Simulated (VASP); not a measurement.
# WS2 in VASP: notebook

WS2 is run at these levels: LDA; tasks: single point.

All numbers are computed with VASP 6.6.1; they aren't measurements. Logs are shortened: lines on timing, memory, paths and dates and some standing lists are left out, and cuts for length are marked.

## Step 1: The cell of the first run

The cell holds a slab with vacuum, 3 atoms: a = 3.184 Å, b = 3.184 Å, c = 16.951 Å, α = 90.00°, β = 90.00°, γ = 120.00°.

## Step 2: Single point, LDA

File INCAR:

```
ALGO = Normal ; EDIFF = 1E-6
ENCUT = 520 ; ISIF = 2
ISMEAR = 0 ; LASPH = T
LCHARG = F ; LREAL = F
LWAVE = F ; NBANDS = 20
NELM = 80 ; PREC = Accurate
SIGMA = 0.15
```

File KPOINTS:

```
k-points
0
Gamma
  3 3 1
```

File POSCAR:

```
WS2
1.0
    3.1835163600      0.0000000000      0.0000000000
   -1.5917581800      2.7570060400      0.0000000000
    0.0000000000      0.0000000000     16.9505778900
W S
1 2
Direct
    0.3333333333      0.6666666667      0.0000000000
    0.6666666667      0.3333333333      0.9079994900
    0.6666666667      0.3333333333      0.0920005100
```

Potentials or basis: VASP PAW LDA potentials, release 64 (W_sv, S).

Started as:

```sh
> cat potpaw_LDA.64/W_sv/POTCAR potpaw_LDA.64/S/POTCAR > POTCAR
> mpirun -np 1 vasp_std > vasp.out
```

OUTCAR:

```text
EDIFF = 1E-6
   ENCUT = 520
   ISIF = 2
   ISMEAR = 0
   LASPH = T
   LREAL = F
   NELM = 80
   PREC = Accurate

 ion  position               nearest neighbor table
   1  0.333  0.667  0.000-   2 2.41   3 2.41   2 2.41   3 2.41   2 2.41   3 2.41
   2  0.667  0.333  0.908-   1 2.41   1 2.41   1 2.41
   3  0.667  0.333  0.092-   1 2.41   1 2.41   1 2.41

  LATTYP: Found a hexagonal cell.
 ALAT       =     3.1835163600
 C/A-ratio  =     5.3244827333

  Lattice vectors:

 A1 = (   3.1835163600,   0.0000000000,   0.0000000000)
 A2 = (  -1.5917581800,   2.7570060400,   0.0000000000)
 A3 = (   0.0000000000,   0.0000000000,  16.9505778900)

Analysis of symmetry for initial positions (statically):
=====================================================================
 Subroutine PRICEL returns:
 Original cell was already a primitive cell.

 Routine SETGRP: Setting up the symmetry group for a
 hexagonal supercell.

 Subroutine GETGRP returns: Found 12 space group operations
 (whereof 12 operations were pure point group operations)
 out of a pool of 24 trial point group operations.

The static configuration has the point symmetry D_3h.

Analysis of symmetry for dynamics (positions and initial velocities):
=====================================================================
 Subroutine PRICEL returns:
 Original cell was already a primitive cell.

 Routine SETGRP: Setting up the symmetry group for a
 hexagonal supercell.

 Subroutine GETGRP returns: Found 12 space group operations
 (whereof 12 operations were pure point group operations)
 out of a pool of 24 trial point group operations.

The dynamic configuration has the point symmetry D_3h.

 Subroutine INISYM returns: Found 12 space group operations
 (whereof 12 operations are pure point group operations),
 and found     1 'primitive' translations

----------------------------------------------------------------------------------------

                                     Primitive cell

  volume of cell :     148.7748

  direct lattice vectors                    reciprocal lattice vectors
     3.183516360  0.000000000  0.000000000     0.314118065  0.181356150  0.000000000
    -1.591758180  2.757006040  0.000000000     0.000000000  0.362712299  0.000000000
     0.000000000  0.000000000 16.950577890     0.000000000  0.000000000  0.058995039

  length of vectors
     3.183516360  3.183516359 16.950577890     0.362712299  0.362712299  0.058995039

  position of ions in fractional coordinates (direct lattice)
     0.333333333  0.666666667  0.000000000
     0.666666667  0.333333333  0.907999490
     0.666666667  0.333333333  0.092000510

  ion indices of the primitive-cell ions
   primitive index   ion index
                 1           1
                 2           2
                 3           3

----------------------------------------------------------------------------------------

 KPOINTS: k-points

Automatic generation of k-mesh.
 Grid dimensions read from file:
 generate k-points for:    3    3    1

 Generating k-lattice:

  Cartesian coordinates                     Fractional coordinates (reciprocal lattice)
     0.104706022  0.060452050  0.000000000     0.333333333  0.000000000  0.000000000
     0.000000000  0.120904100  0.000000000     0.000000000  0.333333333  0.000000000
     0.000000000  0.000000000  0.058995039     0.000000000  0.000000000  1.000000000

  Length of vectors
     0.120904100  0.120904100  0.058995039

  Shift w.r.t. Gamma in fractional coordinates (k-lattice)
     0.000000000  0.000000000  0.000000000

 Subroutine IBZKPT returns following result:
 ===========================================

 Found      3 irreducible k-points:

 Following reciprocal coordinates:
            Coordinates               Weight
  0.000000  0.000000  0.000000      1.000000
  0.333333  0.000000  0.000000      6.000000
  0.333333  0.333333  0.000000      2.000000
   k-points           NKPTS =      3   k-points in BZ     NKDIM =      3   number of bands    NBANDS=     20
   number of dos      NEDOS =    301   number of ions     NIONS =      3
   total plane-waves  NPLWV =  72576
   dimension x,y,z NGX =    24 NGY =   24 NGZ =  126
   dimension x,y,z NGXF=    48 NGYF=   48 NGZF=  252
   ions per type =               1   2
   NGX,Y,Z   is equivalent  to a cutoff of  12.53, 12.53, 12.36 a.u.
   NGXF,Y,Z  is equivalent  to a cutoff of  25.07, 25.07, 24.72 a.u.
 SYSTEM =  unknown system
   PREC   = accura    normal or accurate (medium, high low for compatibility)
   ISTART =      0    job   : 0-new  1-cont  2-samecut
   ICHARG =      2    charge: 1-file 2-atom 10-const
   ISPIN  =      1    spin polarized calculation?
   LNONCOLLINEAR =      F non collinear calculations
   LSORBIT =      F    spin-orbit coupling
   LASPH  =      T    aspherical Exc in radial PAW
   ENCUT  =  520.0 eV  38.22 Ry    6.18 a.u.   5.92  5.92 31.52*2*pi/ulx,y,z
   NELM   =     80;   NELMIN=  2; NELMDL= -5     # of ELM steps
   EDIFF  = 0.1E-05   stopping-criterion for ELM
   LREAL  =      F    real-space projection
   EDIFFG = 0.1E-04   stopping-criterion for IOM
   NSW    =      0    number of steps for IOM
   IBRION =     -1    ionic relax: 0-MD 1-quasi-New 2-CG
   NFREE  =      0    steps in history (QN), initial steepest desc. (CG)
   ISIF   =      2    stress and relaxation
   ISYM   =      2    0-nonsym 1-usesym 2-fastsym
   POTIM  = 0.5000    time-step for ionic-motion
   TEBEG  =    0.0;   TEEND  =   0.0 temperature during run
   PSTRESS=    0.0 pullay stress
   NELECT =      26.0000    total number of electrons
   NUPDOWN=      -1.0000    fix difference up-down
   EMIN   =  10.00;   EMAX   =-10.00  energy-range for DOS
   EFERMI =   0.00;   METHOD = LEGACY
   ISMEAR =     0;   SIGMA  =   0.15  broadening in eV -4-tet -1-fermi 0-gaus
   EFERMI_NEDOS =   21; number of points for ismear=-14 and -15
   IALGO  =     38    algorithm
   IMIX   =      4    mixing-type and parameters
     AMIX     =   0.40;   BMIX     =  1.00
     AMIX_MAG =   1.60;   BMIX_MAG =  1.00
  volume/ion in A,a.u.               =      49.59       334.66
  Fermi-wavevector in a.u.,A,eV,Ry     =   0.915285  1.729637 11.398226  0.837746
  Thomas-Fermi vector in A             =   2.040009
   LORBIT       =      0    0 simple, 1 ext, 2 COOP (PROOUT), +10 PAW based schemes
   GGA     = CA    functional components
   LHFCALC =     F    Hartree Fock is set to
   AEXX    =    0.0000 exact exchange contribution
   IVDW    =     0    specifies the selected vdW correction
   LEPSILON=     F    determine dielectric tensor
   LRPA    =     F    only Hartree local field effects (RPA)
 non-spin polarized calculation
 Gauss-broadening in eV      SIGMA  =   0.15
  energy-cutoff  :      520.00
  volume of cell :      148.77
 maximum number of plane-waves:      4014
 NGX is ok and might be reduce to    24
   NGX = 11   NGY = 11   NGZ = 63

 number of electron      25.9999999 magnetization

 Free energy of the ion-electron system (eV)
  ---------------------------------------------------
  ext. energy  EPLUGINS =         0.00000000
  ---------------------------------------------------
  free energy    TOTEN  =       -26.10522370 eV

  energy without entropy =      -26.10522370  energy(sigma->0) =      -26.10522370

 E-fermi :  -0.4944     XC(G=0):  -4.6524

 val. band max:       -1.3949564746   @ k =   0.3333   0.3333   0.0000
 cond. band min:       0.3584932861   @ k =   0.3333   0.3333   0.0000
 fundamental gap:      1.7534497607
 Fermi energy:        -0.4943936147

 k-point     1 :       0.0000    0.0000    0.0000
  band No.  band energies     occupation
      1     -74.8971      2.00000
      2     -39.4772      2.00000
      3     -39.2208      2.00000
      4     -39.2208      2.00000
      5     -16.1261      2.00000
      6     -14.4635      2.00000
      7      -7.7598      2.00000
      8      -4.2809      2.00000
      9      -4.2809      2.00000
     10      -3.5163      2.00000
     11      -3.0787      2.00000
     12      -3.0787      2.00000
     13      -1.4706      2.00000
     14       1.4472      0.00000
     15       1.4472      0.00000
     16       1.6556      0.00000
     17       1.6556      0.00000
     18       3.5712      0.00000
     19       4.2419      0.00000
     20       4.2754      0.00000

 k-point     2 :       0.3333    0.0000    0.0000
  band No.  band energies     occupation
      1     -74.8841      2.00000
      2     -39.4778      2.00000
      3     -39.4302      2.00000
      4     -39.2813      2.00000
      5     -14.6430      2.00000
      6     -13.9429      2.00000
      7      -7.2081      2.00000
      8      -5.9426      2.00000
      9      -5.8981      2.00000
     10      -4.5287      2.00000
     11      -3.3084      2.00000
     12      -3.0414      2.00000
     13      -2.6090      2.00000
     14       1.1666      0.00000
     15       1.1720      0.00000
     16       2.1863      0.00000
     17       3.0588      0.00000
     18       5.1926      0.00000
     19       5.8701      0.00000
     20       5.9408      0.00000

 k-point     3 :       0.3333    0.3333    0.0000
  band No.  band energies     occupation
      1     -74.8776      2.00000
      2     -39.4759      2.00000
      3     -39.4412      2.00000
      4     -39.4066      2.00000
      5     -13.6669      2.00000
      6     -13.5661      2.00000
      7      -7.2208      2.00000
      8      -6.8085      2.00000
      9      -5.9097      2.00000
     10      -5.2820      2.00000
     11      -4.6718      2.00000
     12      -3.7601      2.00000
     13      -1.3950      2.00000
     14       0.3585      0.00000
     15       1.8980      0.00000
     16       2.6784      0.00000
     17       4.1122      0.00000
     18       5.1891      0.00000
     19       5.6448      0.00000
     20       7.7821      0.00000

------------------------ aborting loop because EDIFF is reached ----------------------------------------

  FORCE on cell =-STRESS in cart. coord.  units (eV):
  Direction    XX          YY          ZZ          XY          YZ          ZX
  --------------------------------------------------------------------------------------
  -------------------------------------------------------------------------------------
  Total       -1.9533906     -1.9533906     -1.7342981      0.0000000      0.0000000      0.0000000
  in kB      -21.0363490    -21.0363490    -18.6769096      0.0000000      0.0000000      0.0000000
  external PRESSURE =     -20.2498692 kB  Pullay stress =       0.0000000 kB

 VOLUME and BASIS-vectors are now :
 -----------------------------------------------------------------------------
  energy-cutoff  :      520.00
  volume of cell :      148.77
      direct lattice vectors                 reciprocal lattice vectors
     3.183516360  0.000000000  0.000000000     0.314118065  0.181356150  0.000000000
    -1.591758180  2.757006040  0.000000000     0.000000000  0.362712299  0.000000000
     0.000000000  0.000000000 16.950577890     0.000000000  0.000000000  0.058995039

 POSITION                                       TOTAL-FORCE (eV/Angst)
 -----------------------------------------------------------------------------------
     -0.00000      1.83800      0.00000         0.000000      0.000000      0.000000
      1.59176      0.91900     15.39112        -0.000000      0.000000      0.546970
      1.59176      0.91900      1.55946        -0.000000      0.000000     -0.546970
 -----------------------------------------------------------------------------------
    total drift:                               -0.000000     -0.000000     -0.000000

  FREE ENERGIE OF THE ION-ELECTRON SYSTEM (eV)
  ---------------------------------------------------
  free  energy   TOTEN  =       -26.1052236970 eV

  energy  without entropy=      -26.1052236970  energy(sigma->0) =      -26.10522370
```

It took 12 s on 1 thread of Intel Xeon 6975P-C, shared host; peak memory 0.2 GiB.

Results:

| Quantity | Value |
| --- | --- |
| Free energy | -26.1052 eV |
| Largest force | 0.547 eV/Å |
| Band gap on the k mesh | 1.75 eV, direct |

Forces in eV/Å, atoms in the order of the input:
```
W    0.000  0.000  0.000
S    0.000  0.000  0.547
S    0.000  0.000 -0.547
```

Levels at points of the mesh, in eV from the valence-band top:
```tsv
k point	band 11	band 12	band 13	band 14	band 15	band 16
(0.00, 0.00, 0.00)	-1.68	-1.68	-0.08	2.84	2.84	3.05
```

Caveat: the k points lie up to 0.76 Å⁻¹ apart; spin-orbit coupling is left out, which moves the levels of the heavy elements.

## Step 3: Single point, LDA

File INCAR:

```
SYSTEM = WS2
  PREC = Accurate
  ENCUT = 520
  EDIFF = 1E-6
  ISMEAR = 0
  SIGMA = 0.15
  LREAL = .FALSE.
  LASPH = .TRUE.
  NELM = 60
  ALGO = Normal
  ISIF = 2
  LWAVE = .FALSE.
  LCHARG = .TRUE.
  GGA = CA
  LELF = .TRUE.
  LVHAR = .TRUE.
  NBANDS = 20
```

File KPOINTS:

```
Automatic mesh
0
G
  4 4 1
  0 0 0
```

POSCAR is that of step 2.

Potentials or basis: VASP PAW LDA potentials, release 64 (W_sv, S).

Started as:

```sh
> cat potpaw_LDA.64/W_sv/POTCAR potpaw_LDA.64/S/POTCAR > POTCAR
> mpirun -np 1 vasp_std > vasp.out
```

OUTCAR:

```text
SYSTEM = WS2
   PREC = Accurate
   ENCUT = 520
   EDIFF = 1E-6
   ISMEAR = 0
   LREAL = .FALSE.
   LASPH = .TRUE.
   NELM = 60
   ISIF = 2
   GGA = CA

 ion  position               nearest neighbor table
   1  0.333  0.667  0.000-   2 2.41   3 2.41   2 2.41   3 2.41   2 2.41   3 2.41
   2  0.667  0.333  0.908-   1 2.41   1 2.41   1 2.41
   3  0.667  0.333  0.092-   1 2.41   1 2.41   1 2.41

  LATTYP: Found a hexagonal cell.
 ALAT       =     3.1835163600
 C/A-ratio  =     5.3244827333

  Lattice vectors:

 A1 = (   3.1835163600,   0.0000000000,   0.0000000000)
 A2 = (  -1.5917581800,   2.7570060400,   0.0000000000)
 A3 = (   0.0000000000,   0.0000000000,  16.9505778900)

Analysis of symmetry for initial positions (statically):
=====================================================================
 Subroutine PRICEL returns:
 Original cell was already a primitive cell.

 Routine SETGRP: Setting up the symmetry group for a
 hexagonal supercell.

 Subroutine GETGRP returns: Found 12 space group operations
 (whereof 12 operations were pure point group operations)
 out of a pool of 24 trial point group operations.

[... 140 lines left out ...]
  free energy    TOTEN  =       -26.17375623 eV

  energy without entropy =      -26.17375623  energy(sigma->0) =      -26.17375623

 E-fermi :  -0.5357     XC(G=0):  -4.6381

 val. band max:       -1.4364116243   @ k =   0.0000   0.0000   0.0000
 cond. band min:       0.9071009769   @ k =   0.2500  -0.0000   0.0000
 fundamental gap:      2.3435126011
 Fermi energy:        -0.5357480630

 k-point     1 :       0.0000    0.0000    0.0000
  band No.  band energies     occupation
      1     -74.9590      2.00000
      2     -39.4659      2.00000
      3     -39.3084      2.00000
      4     -39.3084      2.00000
      5     -16.0955      2.00000
      6     -14.4178      2.00000
[... 81 lines left out ...]
     19       6.6450      0.00000
     20       7.0746      0.00000

------------------------ aborting loop because EDIFF is reached ----------------------------------------

  FORCE on cell =-STRESS in cart. coord.  units (eV):
  Direction    XX          YY          ZZ          XY          YZ          ZX
  --------------------------------------------------------------------------------------
  -------------------------------------------------------------------------------------
  Total       -2.2510677     -2.2510677     -1.3129810     -0.0000000      0.0000000      0.0000000
  in kB      -24.2420770    -24.2420769    -14.1396838     -0.0000000      0.0000000      0.0000000
  external PRESSURE =     -20.8746126 kB  Pullay stress =       0.0000000 kB

 VOLUME and BASIS-vectors are now :
 -----------------------------------------------------------------------------
  energy-cutoff  :      520.00
  volume of cell :      148.77
      direct lattice vectors                 reciprocal lattice vectors
     3.183516360  0.000000000  0.000000000     0.314118065  0.181356150  0.000000000
    -1.591758180  2.757006040  0.000000000     0.000000000  0.362712299  0.000000000
     0.000000000  0.000000000 16.950577890     0.000000000  0.000000000  0.058995039

 POSITION                                       TOTAL-FORCE (eV/Angst)
 -----------------------------------------------------------------------------------
     -0.00000      1.83800      0.00000         0.000000      0.000000      0.000000
      1.59176      0.91900     15.39112        -0.000000     -0.000000      0.411414
      1.59176      0.91900      1.55946        -0.000000     -0.000000     -0.411414
 -----------------------------------------------------------------------------------
    total drift:                               -0.000000     -0.000000     -0.000000

  FREE ENERGIE OF THE ION-ELECTRON SYSTEM (eV)
  ---------------------------------------------------
  free  energy   TOTEN  =       -26.1737562344 eV

  energy  without entropy=      -26.1737562344  energy(sigma->0) =      -26.17375623
```

It took 15 s on 1 thread of Intel Xeon 6975P-C, shared host; peak memory 0.2 GiB.

What came out:

```
Free energy            : -26.1738 eV
Largest force          : 0.411 eV/Å
Band gap on the k mesh : 2.34 eV, indirect (least direct gap 2.90 eV)
```

Forces in eV/Å, atoms in the order of the input:
```
W    0.000  0.000  0.000
S    0.000  0.000  0.411
S    0.000  0.000 -0.411
```

Caveat: the k points lie up to 0.57 Å⁻¹ apart; spin-orbit coupling is left out, which moves the levels of the heavy elements.

## Step 4: Single point, LDA

File INCAR:

```
PREC = Accurate
ENCUT = 520
EDIFF = 1E-6
ISMEAR = 0
SIGMA = 0.15
LREAL = F
LASPH = T
NELM = 100
ALGO = Normal
ISIF = 2
LWAVE = F
LCHARG = T
GGA = CA
LELF = T
LVHAR = T
NBANDS = 20
```

File KPOINTS:

```
regular mesh
0
Gamma
  5 5 1
```

POSCAR is that of step 3.

Started as:

```sh
> cat potpaw_LDA.64/W_sv/POTCAR potpaw_LDA.64/S/POTCAR > POTCAR
> mpirun -np 1 vasp_std > vasp.out
```

It took 15 s on 1 thread of Intel Xeon 6975P-C, shared host; peak memory 0.2 GiB.

The run converged. Its results:

```
Free energy            : -26.1157 eV
Largest force          : 0.361 eV/Å
Band gap on the k mesh : 2.16 eV, indirect (least direct gap 2.67 eV)
```

Forces on the atoms (eV/Å):
```
W    0.000  0.000  0.000
S    0.000  0.000  0.361
S    0.000  0.000 -0.361
```

Levels at points of the mesh, in eV from the valence-band top:
```csv
k point,band 11,band 12,band 13,band 14,band 15,band 16
"(0.00, 0.00, 0.00)",-1.62,-1.62,0.00,2.90,2.90,3.11
```

Caveat: the k points lie up to 0.46 Å⁻¹ apart; spin-orbit coupling is left out, which moves the levels of the heavy elements.

## Step 5: Single point, LDA

File INCAR:

```
SYSTEM = WS2
PREC = Accurate ; ENCUT = 520
EDIFF = 1E-7 ; ISMEAR = 0
SIGMA = 0.15 ; LREAL = .FALSE.
LASPH = .TRUE. ; NELM = 80
ALGO = Normal ; ISIF = 2
LWAVE = .FALSE. ; LCHARG = .FALSE.
GGA = CA ; NBANDS = 20
```

File KPOINTS:

```
regular mesh
0
G
  6 6 1
  0 0 0
```

POSCAR is that of step 4.

Started as:

```sh
> cat potpaw_LDA.64/W_sv/POTCAR potpaw_LDA.64/S/POTCAR > POTCAR
> mpirun -np 1 vasp_std > vasp.out
```

Run time: 21 s. Hardware: 1 thread of Intel Xeon 6975P-C, shared host; peak memory 0.21 GiB.

It converged, with:

| Quantity | Value |
| --- | --- |
| Free energy | -26.1136 eV |
| Largest force | 0.353 eV/Å |
| Band gap on the k mesh | 1.78 eV, indirect (the least direct gap lies 0.4 meV higher) |

Forces on the atoms (eV/Å):
```
W    0.000  0.000  0.000
S    0.000  0.000  0.353
S    0.000  0.000 -0.353
```

Levels at points of the mesh, in eV from the valence-band top:
```
           k point  band 9  band 10  band 11  band 12  band 13  band 14  band 15  band 16  band 17  band 18
(0.00, 0.00, 0.00)   -2.87    -2.03    -1.62    -1.62     0.00     2.90     2.90     3.11     3.11     5.03
(0.50, 0.00, 0.00)   -4.38    -3.41    -2.04    -1.22    -0.87     2.82     3.29     4.04     4.78     5.08
```

Caveat: spin-orbit coupling is left out, which moves the levels of the heavy elements.

(Continued in part 2 of 2.)
